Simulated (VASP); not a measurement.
Crystal: Al4O.

```
Al O
1.0
     1.34229   -2.44708    0.00000
     1.34229    2.44708    0.00000
     0.00000    0.00000   12.26133
Al O
4 1
Cartesian
  0.0000 0.0000 4.6084
  0.0000 0.0000 7.6529
  0.0000 0.0000 10.7792
  0.0000 0.0000 1.4821
  1.3423 0.0000 0.0000
```

The cell was generated, and may not be a known phase.

| Item | Value |
| --- | --- |
| Program | VASP 6.6.1 |
| Task | relaxation of cell and atoms |
| Functional | PBE |
| Potentials or basis | VASP PAW PBE potentials, release 64 (Al, O) |
| Cutoff | 600 eV |
| k mesh | 8 × 8 × 2 |
| Occupations | gaussian, width 0.1 eV |
| Spin | no spin polarisation |

At the start: pressure 0.2 GPa; volume 16.11 Å³/atom.

Q: Where does the relaxation end?

A: Over 11 steps the energy falls by 25.3 meV/atom and the volume is 15.75 Å³/atom (-2.2 %); space group Cmmm (No. 65, to 0.1 Å) before and after.

The path:
```csv
step,energy change (eV),largest force (eV/Å),pressure (GPa),volume (Å³)
1,0.0000,0.1635,0.19,80.55
2,-0.0646,0.5685,-0.09,80.74
3,-0.0698,0.7372,-0.14,80.79
4,-0.1076,0.2630,-0.92,80.74
5,-0.1110,0.1037,-1.11,80.72
6,-0.1112,0.0846,-1.16,80.71
7,-0.1218,0.0951,0.00,79.18
8,-0.1231,0.1034,0.58,78.45
9,-0.1257,0.0453,0.16,78.44
10,-0.1258,0.0303,0.22,78.44
11,-0.1266,0.0256,0.00,78.74
```

Final structure:
```yaml
crystal:
  lattice:
    - [1.34462, -2.55908, 0.00000]
    - [1.34462, 2.55908, 0.00000]
    - [0.00000, 0.00000, 11.44117]
  atoms:
    - { symbol: Al, position: [0.00000, 0.00000, 0.37627] }
    - { symbol: Al, position: [0.00000, 0.00000, 0.62373] }
    - { symbol: Al, position: [0.00000, 0.00000, 0.87102] }
    - { symbol: Al, position: [0.00000, 0.00000, 0.12898] }
    - { symbol: O, position: [0.50000, 0.50000, 0.00000] }
```
